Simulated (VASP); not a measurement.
Runs of VASP 6.6.1 on Li2S. The structure is that of space group Fm-3m (No. 225), or close to it. The cells are those of the table. 

```tsv
cell	gap on the mesh (eV)	pressure (GPa)
a = 4.154 Å, angles 60.0°, 3 atoms	3.43	(c)
a = 4.090 Å, angles 60.0°, 3 atoms	3.41	(a)
a = 4.024 Å, angles 60.0°, 3 atoms	3.38	0.3
a = 3.956 Å, angles 60.0°, 3 atoms	(b)	2.6
a = 3.885 Å, angles 60.0°, 3 atoms	3.29	5.6
```

Alike in all rows: task single point; level PBE; potentials or basis VASP PAW PBE potentials, release 64 (Li_sv, S); no spin polarisation; k mesh 4 × 4 × 4; cutoff (eV) 750; smearing gaussian 0.01 eV.

**Question.** Estimate the missing entries.

**Answer.** (a) -1.6; (b) 3.35; (c) -3.1.

Caveats: all runs use coarse meshes.

A k mesh can miss the band edges.
